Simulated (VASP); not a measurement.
# Ti5O8 (a cell with a defect) in VASP: single point with PBEsol

Aim: the single point of Ti5O8 (a cell with a defect) with PBEsol.

All numbers are computed with VASP 6.6.1; they aren't measurements. Logs are shortened: lines on timing, memory, paths and dates and some standing lists are left out, and cuts for length are marked.

## 1. The cell of the first run

The cell holds a defect, 13 atoms: a = 4.591 Å, b = 4.591 Å, c = 5.878 Å, α = 90.00°, β = 90.00°, γ = 90.00°.

## 2. Single point, PBEsol, collinear spin

File INCAR:

```
PREC = Accurate
ENCUT = 520
EDIFF = 1E-6
ISMEAR = -1
SIGMA = 0.05
LREAL = F
LASPH = T
NELM = 150
ALGO = Normal
ISIF = 2
LWAVE = F
LCHARG = T
ISPIN = 2
MAGMOM = 0 0 0.14 0 0.14 0.14 0.14 0.14 0.14 0.14 0 0.14 0
LORBIT = 11
LMAXMIX = 4
GGA = PS
LELF = T
LVHAR = T
NBANDS = 70
NELECT = 107.0
```

File KPOINTS:

```
Automatic mesh
0
Gamma
  2 2 2
  0.5 0.5 0.5
```

File POSCAR:

```
Ti5O8
1.0
    4.5914140000      0.0000000000      0.0000000000
    0.0000000000      4.5914140000      0.0000000000
    0.0000000000      0.0000000000      5.8777420000
Ti O
5 8
Direct
    0.0213370000      0.0011770000      0.0131510000
    0.9943240000      0.0069490000      0.4798880000
    0.2180990000      0.2456220000      0.2552570000
    0.4892410000      0.4941770000      0.7489480000
    0.7598680000      0.7585780000      0.2361040000
    0.3036160000      0.2949170000      0.0172920000
    0.3081500000      0.2987970000      0.5021700000
    0.6891460000      0.6747250000      0.0115210000
    0.6862880000      0.6751390000      0.4956000000
    0.1999700000      0.7876890000      0.2565860000
    0.2168530000      0.8141990000      0.7618420000
    0.7746630000      0.1991720000      0.2285680000
    0.8146880000      0.1596280000      0.7581360000
```

Potentials or basis: VASP PAW PBE potentials, release 64 (Ti_sv, O).

The run is started by

```
$ cat potpaw_PBE.64/Ti_sv/POTCAR potpaw_PBE.64/O/POTCAR > POTCAR
$ mpirun -np 1 vasp_std > vasp.out
```

OUTCAR:

```text
PREC = Accurate
   ENCUT = 520
   EDIFF = 1E-6
   ISMEAR = -1
   LREAL = F
   LASPH = T
   NELM = 150
   ISIF = 2
   ISPIN = 2
   LORBIT = 11
   GGA = PS
   NELECT = 107.0

 ion  position               nearest neighbor table
   1  0.021  0.001  0.013-   6 1.87  13 1.92  10 1.92  12 1.93  11 1.93   3 2.03   5 2.10   8 2.14
                             2 2.75
   2  0.994  0.007  0.480-  10 1.90  13 1.96   7 1.97  12 1.99   3 2.00   9 2.08   5 2.12  11 2.14
                             1 2.75
   3  0.218  0.246  0.255-   6 1.47   7 1.53   2 2.00   1 2.03  12 2.05  10 2.10
   4  0.489  0.494  0.749-   7 1.90   9 1.93  11 1.93   8 1.98   6 2.01  13 2.14
   5  0.760  0.759  0.236-   8 1.41   9 1.61  12 2.02  10 2.03   1 2.10   2 2.12
   6  0.304  0.295  0.017-   3 1.47   1 1.87   4 2.01
   7  0.308  0.299  0.502-   3 1.53   4 1.90   2 1.97
   8  0.689  0.675  0.012-   5 1.41   4 1.98   1 2.14
   9  0.686  0.675  0.496-   5 1.61   4 1.93   2 2.08
  10  0.200  0.788  0.257-   2 1.90   1 1.92   5 2.03   3 2.10
  11  0.217  0.814  0.762-   1 1.93   4 1.93   2 2.14
  12  0.775  0.199  0.229-   1 1.93   2 1.99   5 2.02   3 2.05
  13  0.815  0.160  0.758-   1 1.92   2 1.96   4 2.14

  LATTYP: Found a simple tetragonal cell.
 ALAT       =     4.5914140000
 C/A-ratio  =     1.2801594454

  Lattice vectors:

 A1 = (   4.5914140000,   0.0000000000,   0.0000000000)
 A2 = (   0.0000000000,   4.5914140000,   0.0000000000)
 A3 = (   0.0000000000,   0.0000000000,   5.8777420000)

Analysis of symmetry for initial positions (statically):
=====================================================================
 Subroutine PRICEL returns:
 Original cell was already a primitive cell.

 Routine SETGRP: Setting up the symmetry group for a
 simple tetragonal supercell.

 Subroutine GETGRP returns: Found  1 space group operations
 (whereof  1 operations were pure point group operations)
 out of a pool of 16 trial point group operations.

The static configuration has the point symmetry C_1 .

Analysis of symmetry for dynamics (positions and initial velocities):
=====================================================================
 Subroutine PRICEL returns:
 Original cell was already a primitive cell.

 Routine SETGRP: Setting up the symmetry group for a
 simple tetragonal supercell.

 Subroutine GETGRP returns: Found  1 space group operations
 (whereof  1 operations were pure point group operations)
 out of a pool of 16 trial point group operations.

The dynamic configuration has the point symmetry C_1 .

Analysis of structural, dynamic, and magnetic symmetry:
=====================================================================
 Subroutine PRICEL returns:
 Original cell was already a primitive cell.

 Routine SETGRP: Setting up the symmetry group for a
 simple tetragonal supercell.

 Subroutine GETGRP returns: Found  1 space group operations
 (whereof  1 operations were pure point group operations)
 out of a pool of 16 trial point group operations.

The overall configuration has the point symmetry C_1 .

 Subroutine INISYM returns: Found  1 space group operations
 (whereof  1 operations are pure point group operations),
 and found     1 'primitive' translations

----------------------------------------------------------------------------------------

                                     Primitive cell

  volume of cell :     123.9092

  direct lattice vectors                    reciprocal lattice vectors
     4.591414000  0.000000000  0.000000000     0.217797829  0.000000000  0.000000000
     0.000000000  4.591414000  0.000000000     0.000000000  0.217797829  0.000000000
     0.000000000  0.000000000  5.877742000     0.000000000  0.000000000  0.170133361

  length of vectors
     4.591414000  4.591414000  5.877742000     0.217797829  0.217797829  0.170133361

  position of ions in fractional coordinates (direct lattice)
     0.021337000  0.001177000  0.013151000
     0.994324000  0.006949000  0.479888000
     0.218099000  0.245622000  0.255257000
     0.489241000  0.494177000  0.748948000
     0.759868000  0.758578000  0.236104000
     0.303616000  0.294917000  0.017292000
     0.308150000  0.298797000  0.502170000
     0.689146000  0.674725000  0.011521000
     0.686288000  0.675139000  0.495600000
     0.199970000  0.787689000  0.256586000
     0.216853000  0.814199000  0.761842000
     0.774663000  0.199172000  0.228568000
     0.814688000  0.159628000  0.758136000

  ion indices of the primitive-cell ions
[... 34 lines left out ...]
     0.500000000  0.500000000  0.500000000

 Subroutine IBZKPT returns following result:
 ===========================================

 Found      4 irreducible k-points:

 Following reciprocal coordinates:
            Coordinates               Weight
  0.250000  0.250000  0.250000      2.000000
 -0.250000  0.250000  0.250000      2.000000
 -0.250000 -0.250000  0.250000      2.000000
  0.250000 -0.250000  0.250000      2.000000
   k-points           NKPTS =      4   k-points in BZ     NKDIM =      4   number of bands    NBANDS=     70
   number of dos      NEDOS =    301   number of ions     NIONS =     13
   total plane-waves  NPLWV =  62208
   dimension x,y,z NGX =    36 NGY =   36 NGZ =   48
   dimension x,y,z NGXF=    72 NGYF=   72 NGZF=   96
   ions per type =               5   8
   NGX,Y,Z   is equivalent  to a cutoff of  13.03, 13.03, 13.58 a.u.
   NGXF,Y,Z  is equivalent  to a cutoff of  26.07, 26.07, 27.15 a.u.
 SYSTEM =  unknown system
   PREC   = accura    normal or accurate (medium, high low for compatibility)
   ISTART =      0    job   : 0-new  1-cont  2-samecut
   ICHARG =      2    charge: 1-file 2-atom 10-const
   ISPIN  =      2    spin polarized calculation?
   LNONCOLLINEAR =      F non collinear calculations
   LSORBIT =      F    spin-orbit coupling
   LASPH  =      T    aspherical Exc in radial PAW
   ENCUT  =  520.0 eV  38.22 Ry    6.18 a.u.   8.54  8.54 10.93*2*pi/ulx,y,z
   NELM   =    150;   NELMIN=  2; NELMDL= -5     # of ELM steps
   EDIFF  = 0.1E-05   stopping-criterion for ELM
   LREAL  =      F    real-space projection
   EDIFFG = 0.1E-04   stopping-criterion for IOM
   NSW    =      0    number of steps for IOM
   IBRION =     -1    ionic relax: 0-MD 1-quasi-New 2-CG
   NFREE  =      0    steps in history (QN), initial steepest desc. (CG)
   ISIF   =      2    stress and relaxation
   ISYM   =      2    0-nonsym 1-usesym 2-fastsym
   POTIM  = 0.5000    time-step for ionic-motion
   TEBEG  =    0.0;   TEEND  =   0.0 temperature during run
   PSTRESS=    0.0 pullay stress
   NELECT =     107.0000    total number of electrons
   NUPDOWN=      -1.0000    fix difference up-down
   EMIN   =  10.00;   EMAX   =-10.00  energy-range for DOS
   EFERMI =   0.00;   METHOD = LEGACY
   ISMEAR =    -1;   SIGMA  =   0.05  broadening in eV -4-tet -1-fermi 0-gaus
   EFERMI_NEDOS =   21; number of points for ismear=-14 and -15
   IALGO  =     38    algorithm
   IMIX   =      4    mixing-type and parameters
     AMIX     =   0.40;   BMIX     =  1.00
     AMIX_MAG =   1.60;   BMIX_MAG =  1.00
  volume/ion in A,a.u.               =       9.53        64.32
  Fermi-wavevector in a.u.,A,eV,Ry     =   1.558960  2.946007 33.067001  2.430356
  Thomas-Fermi vector in A             =   2.662388
   LORBIT       =     11    0 simple, 1 ext, 2 COOP (PROOUT), +10 PAW based schemes
   GGA     = PS    functional components
   LHFCALC =     F    Hartree Fock is set to
   AEXX    =    0.0000 exact exchange contribution
   IVDW    =     0    specifies the selected vdW correction
   LEPSILON=     F    determine dielectric tensor
   LRPA    =     F    only Hartree local field effects (RPA)
 spin polarized calculation
  energy-cutoff  :      520.00
  volume of cell :      123.91
 maximum number of plane-waves:      3339
 NGX is ok and might be reduce to    36
   NGX = 17   NGY = 17   NGZ = 21

 number of electron     106.9999972 magnetization      -0.0013219

 number of electron     106.9999972 magnetization       0.0009554

 Free energy of the ion-electron system (eV)
  ---------------------------------------------------
  ext. energy  EPLUGINS =         0.00000000
  ---------------------------------------------------
  free energy    TOTEN  =      -107.97897830 eV

  energy without entropy =     -107.91246351  energy(sigma->0) =     -107.94572091

 E-fermi :   8.0347     XC(G=0): -12.1372

 val. band max:        7.9898610639   @ k =   0.2500  -0.2500   0.2500
 cond. band min:       8.0637724084   @ k =  -0.2500   0.2500   0.2500
 fundamental gap:      0.0739113446
 Fermi energy:         8.0347135845

 spin component 1

 k-point     1 :       0.2500    0.2500    0.2500
  band No.  band energies     occupation
      1     -49.9312      1.00000
      2     -49.8527      1.00000
      3     -49.2145      1.00000
      4     -48.9267      1.00000
      5     -48.3030      1.00000
      6     -28.5958      1.00000
[... 261 lines left out ...]
     64      11.4127      0.00000
     65      11.4943      0.00000
 Fermi energy:         8.0347135845

 spin component 2

 k-point     1 :       0.2500    0.2500    0.2500
  band No.  band energies     occupation
      1     -49.9311      1.00000
      2     -49.8525      1.00000
      3     -49.2142      1.00000
      4     -48.9266      1.00000
      5     -48.3028      1.00000
      6     -28.5956      1.00000
[... 261 lines left out ...]
     64      11.4129      0.00000
     65      11.4944      0.00000
 [bands above 65 left out]

------------------------ aborting loop because EDIFF is reached ----------------------------------------

  FORCE on cell =-STRESS in cart. coord.  units (eV):
  Direction    XX          YY          ZZ          XY          YZ          ZX
  --------------------------------------------------------------------------------------
  -------------------------------------------------------------------------------------
  Total       16.2870213     14.2974620    121.2175597     23.5661269      6.8324264      2.1872733
  in kB      210.5953704    184.8698571   1567.3741926    304.7160758     88.3450291     28.2820057
  external PRESSURE =     654.2798067 kB  Pullay stress =       0.0000000 kB

 VOLUME and BASIS-vectors are now :
 -----------------------------------------------------------------------------
  energy-cutoff  :      520.00
  volume of cell :      123.91
      direct lattice vectors                 reciprocal lattice vectors
     4.591414000  0.000000000  0.000000000     0.217797829  0.000000000  0.000000000
     0.000000000  4.591414000  0.000000000     0.000000000  0.217797829  0.000000000
     0.000000000  0.000000000  5.877742000     0.000000000  0.000000000  0.170133361

 POSITION                                       TOTAL-FORCE (eV/Angst)
 -----------------------------------------------------------------------------------
      0.09797      0.00540      0.07730        -0.875880     -1.376677    -14.665671
      4.56535      0.03191      2.82066        -2.558921     -1.532700     14.891296
      1.00138      1.12775      1.50033        -1.768476      3.099124      4.885228
      2.24631      2.26897      4.40212         0.096867      0.488604     -0.553076
      3.48887      3.48295      1.38776         1.467320      3.079677     14.595742
      1.39403      1.35409      0.10164         5.759584      3.889347    -19.194106
      1.41484      1.37190      2.95163         3.592764      1.902876     14.058783
      3.16415      3.09794      0.06772        -5.167813     -6.429375    -23.081501
      3.15103      3.09984      2.91301        -1.023217     -1.616968      9.127213
      0.91815      3.61661      1.50815         1.936562     -2.164698     -0.008460
      0.99566      3.73832      4.47791         1.019558     -1.947592     -0.655785
      3.55680      0.91448      1.34346        -1.128505      0.976927      1.095963
      3.74057      0.73292      4.45613        -1.349843      1.631454     -0.495624
 -----------------------------------------------------------------------------------
    total drift:                                0.000934      0.000388      0.000003

  FREE ENERGIE OF THE ION-ELECTRON SYSTEM (eV)
  ---------------------------------------------------
  free  energy   TOTEN  =      -107.9789783015 eV

  energy  without entropy=     -107.9124635138  energy(sigma->0) =     -107.94572091

 total charge

# of ion       s       p       d       tot
------------------------------------------
    1        2.248   6.348   2.305  10.901
    2        2.222   6.294   2.185  10.701
    3        2.331   6.601   3.195  12.127
    4        2.211   6.268   1.700  10.178
    5        2.337   6.586   3.101  12.024
    6        1.623   3.621   0.000   5.245
    7        1.612   3.592   0.000   5.203
    8        1.634   3.629   0.000   5.263
    9        1.595   3.531   0.000   5.126
   10        1.571   3.491   0.000   5.062
   11        1.565   3.427   0.000   4.992
   12        1.573   3.471   0.000   5.044
   13        1.564   3.426   0.000   4.990
--------------------------------------------------
tot         24.085  60.284  12.486  96.855

 magnetization (x)

# of ion       s       p       d       tot
------------------------------------------
    1        0.000   0.000   0.000   0.000
    2        0.000   0.000   0.000   0.000
    3        0.000   0.000   0.000   0.000
    4        0.000   0.000   0.000   0.000
    5        0.000   0.000   0.000   0.000
    6        0.000   0.000   0.000   0.000
    7        0.000   0.000   0.000   0.000
    8        0.000   0.000   0.000   0.000
    9        0.000   0.000   0.000   0.000
   10        0.000   0.000   0.000   0.000
   11       -0.000   0.000   0.000   0.000
   12        0.000   0.000   0.000   0.000
   13        0.000   0.000   0.000   0.000
--------------------------------------------------
tot          0.000   0.000   0.001   0.001
```

It took 2.4 min on 1 thread of Intel Xeon Platinum 8259CL at 2.50GHz (Skylake/Cascade Lake), shared host; peak memory 0.29 GiB.

What came out:

```yaml
Free_energy: -107.9790 eV
Largest_force: 24.511 eV/Å
Net_moment: 0.00 μB per cell
Valence_electrons_inside_the_program's_atomic_spheres: Ti 10.90, 10.70, 12.13, 10.18, 12.02; O 5.25, 5.20, 5.26, 5.13, 5.06, 4.99, 5.04 (each value once)
```

Forces in eV/Å, atoms in the order of the input:
```
Ti   -0.876  -1.377 -14.666
Ti   -2.559  -1.533  14.891
Ti   -1.768   3.099   4.885
Ti    0.097   0.489  -0.553
Ti    1.467   3.080  14.596
O     5.760   3.889 -19.194
O     3.593   1.903  14.059
O    -5.168  -6.429 -23.082
O    -1.023  -1.617   9.127
O     1.937  -2.165  -0.008
O     1.020  -1.948  -0.656
O    -1.129   0.977   1.096
O    -1.350   1.631  -0.496
```

Caveat: the k points lie up to 0.68 Å⁻¹ apart; the cell carries a net charge on a neutralising background, which shifts energy and pressure; the cell is charged against a uniform background, so pressure and absolute levels hang on convention; atoms lie so close that the PAW spheres overlap strongly, which falsifies energies and pressures; the PAW data sets were made with another functional, which shifts forces and pressure a little; semilocal functionals often make such compounds metallic where correlation or magnetic order opens a gap, which also shifts bond lengths.
